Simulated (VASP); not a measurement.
Input of a VASP 6.6.1 run:

Contents of POSCAR:

```
C
1.0
    0.0000000000     -1.7801161419     -1.7801161419
   -1.7801161419      0.0000000000     -1.7801161419
    1.7801161419      1.7801161419     -3.5602322838
C
4
Direct
    0.7416258298      0.7607953906      0.7499999966
    0.2583741702      0.2392046094      0.2500000034
    0.3666258298      0.3857953906      0.8749999966
    0.8833741702      0.8642046094      0.3750000034
```

Contents of INCAR.step1:

```
PREC = Accurate
ENCUT = 520
ISMEAR = 0
SIGMA = 0.05
LREAL = F
LASPH = T
NELM = 100
NBANDS = 16
GGA = PE
ALGO = Normal
EDIFF = 1E-4
LWAVE = T
LCHARG = F
```

The input INCAR.step2:

```
PREC = Accurate
ENCUT = 520
EDIFF = 1E-6
ISMEAR = 0
SIGMA = 0.05
LREAL = F
LASPH = T
NELM = 100
ALGO = Normal
ISIF = 2
LWAVE = F
LCHARG = F
METAGGA = R2SCAN
LMIXTAU = T
NBANDS = 16
ISTART = 1
```

KPOINTS

```
regular mesh
0
Gamma
  12 12 10
```

Potentials or basis: VASP PAW PBE potentials, release 64 (C).

Run with:

```console
$ cat potpaw_PBE.64/C/POTCAR > POTCAR
$ cp INCAR.step1 INCAR
$ mpirun -np 1 vasp_std > vasp.out
$ cp INCAR.step2 INCAR
$ mpirun -np 1 vasp_std > vasp.out
```

(1) What does it give for the pressure?

(2) Estimate the band gap on the k mesh.

Answers

(1) 1.1 GPa.

(2) 4.37 eV.

Caveat: the cell differs from its parent crystal (mode 4 frozen in at -0.025 Å and mode 9 at +0.000 Å (largest displacements)); the PAW data sets were made with another functional, which shifts forces and pressure a little.
